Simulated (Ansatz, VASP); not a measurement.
CdF2 in VASP and in Ansatz

INCAR

```
SYSTEM = CdF2
  PREC = Accurate
  ENCUT = 600
  EDIFF = 1E-6
  ISMEAR = 0
  SIGMA = 0.05
  LREAL = .False.
  LASPH = .True.
  NELM = 120
  ALGO = Normal
  ISIF = 2
  LWAVE = .False.
  LCHARG = .True.
  GGA = CA
  LELF = .True.
  LVHAR = .True.
  NBANDS = 24
  GGA_COMPAT = .False.
```

KPOINTS

```
regular mesh
0
Gamma
  8 8 8
  0 0 0
```

POSCAR

```
CdF2
1.0
    0.0000000000      2.6940000000      2.6940000000
    2.6940000000      0.0000000000      2.6940000000
    2.6940000000      2.6940000000      0.0000000000
Cd F
1 2
Direct
    0.0040183064      0.0040183064      0.0040183064
    0.2500000000      0.2500000000      0.2500000000
    0.7500000000      0.7500000000      0.7500000000
```

Input for Ansatz:

```yaml
crystal:
  lattice:
    - [0.0, 2.694, 2.694]
    - [2.694, 0.0, 2.694]
    - [2.694, 2.694, 0.0]
  atoms:
    - { symbol: Cd, position: [0.0040183064, 0.0040183064, 0.0040183064] }
    - { symbol: F, position: [0.25, 0.25, 0.25] }
    - { symbol: F, position: [0.75, 0.75, 0.75] }
basis:
  ecutwfc: 420
kpoints:
  mp_grid: { grid: [8, 8, 8] }
hamiltonian:
  xc: lda
scf:
  occupations: { method: gaussian, width: 0.05 }
output:
  forces: true
  stress: true
  eigenvalues: true
```

Change from the starting cell: all Cd atoms moved +0.037 Å, as atom 1 along Cartesian [1 1 1].

Alike in both runs: task single point; functional LDA; k mesh 8 × 8 × 8; occupations gaussian, width 0.05 eV; no spin polarisation.

```csv
,VASP,Ansatz
version,VASP 6.6.1,Ansatz 0.2.0
potentials or method,"VASP PAW LDA potentials, release 64 (Cd_sv_GW, F), cutoff 600 eV","scalar-relativistic, plane waves, PAW"
valence electrons in the cell,34,34
```

|  | VASP | Ansatz | Ansatz less VASP |
| --- | --- | --- | --- |
| gap on the k mesh at the Fermi level (eV) | 2.81 | 2.81 | -0.002 |
| least direct gap on the mesh (eV) | 3.30 | 3.29 | -0.008 |
| pressure (GPa) | -6.2 | -5.6 | +0.59 |
| rms of the force components (eV/Å) | 0.068 | 0.066 | -0.0024 |

LDA's correlation is that of Perdew and Zunger in VASP and of Perdew and Wang (1992) in Ansatz. Atom by atom the forces differ by 0.002 eV/Å (rms over components).
